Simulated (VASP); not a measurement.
Runs of VASP 6.6.1 on Si. The structure is that of space group P6_3/mmc (No. 194), or close to it. The cells are those of the table. This isn't the form of Si at room conditions, which is diamond.

| cell | gap on the mesh (eV) | pressure (GPa) | largest force (eV/Å) |
| --- | --- | --- | --- |
| a = 3.525, b = 3.525, c = 6.849 Å, angles 90.0, 90.0, 120.0°, 4 atoms | none | (a) | 1.68 |
| a = 3.832, b = 3.832, c = 5.834 Å, angles 90.0, 90.0, 120.0°, 4 atoms | none | 10.7 | 1.50 |
| a = 3.525, b = 3.525, c = 6.088 Å, angles 90.0, 90.0, 120.0°, 4 atoms | (b) | 30.6 | 1.03 |
| a = 3.525, b = 3.525, c = 5.834 Å, angles 90.0, 90.0, 120.0°, 4 atoms | none | 39.8 | 0.16 |
| a = 3.679, b = 3.679, c = 6.595 Å, angles 90.0, 90.0, 120.0°, 4 atoms | 0.79 | 5.0 | 0.81 |

Alike in all rows: task single point; level r2SCAN; potentials or basis VASP PAW PBE potentials, release 64 (Si); no spin polarisation; k mesh 12 × 12 × 4; cutoff (eV) 520; smearing gaussian 0.05 eV.

Task: Fill in the values left out.

Result: (a) 13.5; (b) 0.06.

Caveats: the cell stands under pressure; the PAW data sets were made with another functional, which shifts forces and pressure a little; semilocal functionals underestimate gaps, so a narrow gap can read as zero (at least some runs).

A k mesh can miss the band edges.

A gap of «none» marks levels without a gap at the run's occupations.
